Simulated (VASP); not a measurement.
Ni: electric field gradients with LDA

Ni:

```xyz
1
Lattice="0.0177 1.7768 1.7768 1.7768 0.0177 1.7768 1.7768 1.7768 0.0177" Properties=species:S:1:pos:R:3 pbc="T T T"
Ni    0.0000    0.0000    0.0000
```

This cell differs from its parent crystal: equal xy, yz and zx shear strains of +1 %.

```json
{
  "Program": "VASP 6.6.1",
  "Task": "electric field gradients",
  "Functional": "LDA",
  "Potentials or basis": "VASP PAW LDA potentials, release 64 (Ni)",
  "Cutoff": "520 eV",
  "k mesh": "20 × 20 × 20",
  "Occupations": "fermi-dirac, width 0.05 eV",
  "Spin": "collinear spin, ferromagnetic start",
  "Starting moments": "[1.5] μB",
  "Dipole correction": "no",
  "Further INCAR settings": "ALGO = Normal; EDIFF = 1e-08; NBANDS = 15"
}
```

```
Pressure                                              : -19.2 GPa
Net moment                                            : 0.61 μB per cell
Site moments                                          : Ni +0.62 μB
Largest electric field gradient by atom               : Ni -0.26 V/Å²
Valence electrons inside the program's atomic spheres : Ni 9.29
```

Stress tensor (GPa, compression positive):
```
-19.21  -1.11  -1.11
 -1.11 -19.21  -1.11
 -1.11  -1.11 -19.21
```

Levels at points of the mesh, in eV from the Fermi level:
Spin up:
| k point | band 3 | band 4 | band 5 | band 6 | band 7 | band 8 |
| --- | --- | --- | --- | --- | --- | --- |
| (0.00, 0.00, 0.00) | -2.28 | -2.28 | -1.18 | -1.18 | 23.63 | 26.83 |
| (0.50, 0.00, 0.00) | -2.25 | -0.53 | -0.49 | -0.17 | 5.68 | 22.10 |
| (0.50, 0.50, 0.00) | -0.48 | -0.37 | -0.36 | 2.45 | 9.14 | 14.39 |
| (0.50, 0.50, 0.50) | -2.30 | -0.52 | -0.52 | -0.36 | 5.39 | 22.41 |
Spin down:
```csv
k point,band 1,band 2,band 3,band 4,band 5,band 6,band 7,band 8,band 9,band 10
"(0.00, 0.00, 0.00)",-8.83,-1.75,-1.66,-1.66,-0.61,-0.61,23.61,26.88,27.59,27.59
"(0.50, 0.00, 0.00)",-4.31,-1.81,-1.69,-0.14,0.13,0.18,6.06,22.07,24.16,24.46
"(0.50, 0.50, 0.00)",-4.15,-3.52,0.12,0.34,0.35,2.50,9.41,14.46,14.95,19.84
"(0.50, 0.50, 0.50)",-4.35,-1.73,-1.73,-0.34,0.13,0.13,5.78,22.38,24.74,24.74
```

Run time: 4.3 min on 1 thread of Intel(R) Xeon(R) Platinum 8375C CPU @ 2.90GHz (Ice Lake), with other jobs on the host, peak memory 0.29 GiB.

Caveat: the cell differs from its parent crystal (equal xy, yz and zx shear strains of +1 %); the cell stands under tension; without QUAD_EFG the Cq values of the log hold for a quadrupole moment of 1 mb, not for the nuclei.
